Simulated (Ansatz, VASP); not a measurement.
## SiNi: VASP beside Ansatz

```
CELL_PARAMETERS angstrom
5.17310 0.00000 0.00000
0.00000 3.33810 0.00000
0.00000 0.00000 5.60490
ATOMIC_POSITIONS crystal
Si 0.32110 0.75000 0.08292
Si 0.17890 0.25000 0.58292
Si 0.82110 0.75000 0.41708
Si 0.67890 0.25000 0.91708
Ni 0.00832 0.25000 0.18784
Ni 0.49168 0.75000 0.68784
Ni 0.50832 0.25000 0.31216
Ni 0.99168 0.75000 0.81216
```

Alike in both runs: functional PBE; k mesh 6 × 8 × 6; occupations methfessel-paxton of order 1, width 0.2 eV; no spin polarisation.

Ansatz relaxed the structure, and its values are those at the end. VASP's run is a single point on that final structure, the one shown.

```csv
,VASP,Ansatz
version,VASP 6.6.1,Ansatz 0.2.0
potentials or method,"VASP PAW PBE potentials, release 64 (Si, Ni)","scalar-relativistic, plane waves, PAW"
plane-wave cutoff (eV),520,420
valence electrons in the cell,56,88
```

```tsv
	VASP	Ansatz	Ansatz less VASP
gap on the k mesh at the Fermi level (eV)	none	none	-
pressure (GPa)	1.8	1.8	-0.01
rms of the force components (eV/Å)	0.004	0.000	-0.0040
```

A gap of «none» marks a metal or a gap that the smearing closes. With one functional, cell and mesh, what is left measures potentials, basis and numerics. VASP's potentials hold 56 valence electrons a cell and Ansatz's 88, so a difference there can come from the potentials and not from the codes. Ansatz's warnings: stress scf threshold loose.
